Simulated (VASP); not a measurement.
Set up this calculation in VASP 6.6.1, as the native input.

| Property | Result |
| --- | --- |
| Task | single point |
| Functional | PBE |
| Potentials or basis | VASP PAW PBE potentials, release 64 (Sn_d) |
| Cutoff | 520 eV |
| k mesh | 16 × 16 × 16 |
| Occupations | gaussian, width 0.15 eV |
| Spin | no spin polarisation |
| Dipole correction | no |
| Further INCAR settings | ALGO = Fast; EDIFF = 1e-07; NBANDS = 21 |

The structure of Sn lies in POSCAR:

```
Sn
1.0
    0.0000000000      3.3281477805      3.3281477805
    3.3281477805      0.0000000000      3.3281477805
    3.3281477805      3.3281477805      0.0000000000
Sn
2
Direct
    0.5000000000      0.5000000000      0.5000000000
    0.7500000000      0.7500000000      0.7500000000
```

These files were run (other wordings do the same):

INCAR

```
ALGO     = Fast           # electronic algorithm
EDIFF    = 1E-7           # SCF threshold, eV
ENCUT    = 520            # plane-wave cutoff, eV
GGA      = PE             # functional
ISIF     = 2              # what is computed and relaxed
ISMEAR   = 0              # smearing method
LASPH    = T              # aspherical terms in the spheres
LCHARG   = T              # write CHGCAR
LELF     = T              # ELF
LREAL    = F              # projectors in reciprocal space
LVHAR    = T            
LWAVE    = F              # write WAVECAR
NBANDS   = 21             # bands
NELM     = 100            # most SCF steps
PREC     = Accurate       # precision mode
SIGMA    = 0.15           # smearing width, eV
```

KPOINTS

```
k-points
0
Gamma
  16 16 16
```

Potentials or basis: VASP PAW PBE potentials, release 64 (Sn_d).

Run with:

```bash
$ cat potpaw_PBE.64/Sn_d/POTCAR > POTCAR
$ mpirun -np 1 vasp_std > vasp.out
```

Results of the run:

| Property | Result |
| --- | --- |
| Pressure | -0.1 GPa |
| Band gap on the k mesh | zero (band 14 reaches 4.95 eV, above the bottom of band 15 at 4.72 eV) |

Caveat: spin-orbit coupling is left out, which moves the levels of the heavy elements.

Wall time 6.7 min on 1 thread of AMD EPYC 7R13, with other jobs on the host, peak memory 0.3 GiB.
